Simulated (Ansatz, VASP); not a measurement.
# Two plane-wave programs on Zr12H

```
Zr H
1.0
     6.46000    0.00000    0.00000
    -4.84500    8.39179    0.00000
     0.00000    0.00000    5.14539
Zr H
12 1
Direct
  0.00261 0.00335 0.00055
  0.16824 0.22349 0.50005
  0.00108 0.33399 0.99751
  0.16609 0.55448 0.49831
  0.00340 0.66442 0.00037
  0.17307 0.89135 0.50170
  0.50139 0.00183 0.00099
  0.66621 0.22210 0.50185
  0.49896 0.33248 0.99950
  0.66356 0.55136 0.49999
  0.49389 0.66473 0.99751
  0.66372 0.89176 0.49912
  0.83749 0.78143 0.24614
```

Alike in both runs: functional PBE; k mesh 3 × 2 × 3; occupations fermi-dirac, width 0.1 eV; no spin polarisation.

Ansatz relaxed the structure, and its values are those at the end. VASP's run is a single point on that final structure, the one shown.

```csv
,VASP,Ansatz
version,VASP 6.6.1,Ansatz 0.2.0
potentials or method,"VASP PAW PBE potentials, release 64 (Zr_sv, H), cutoff 520 eV","scalar-relativistic, plane waves, PAW"
valence electrons in the cell,145,145
```

```tsv
	VASP	Ansatz	Ansatz less VASP
rms of the force components (eV/Å)	0.022	0.022	+0.0001
```

The k mesh is coarse, so the values compare programs but aren't converged.
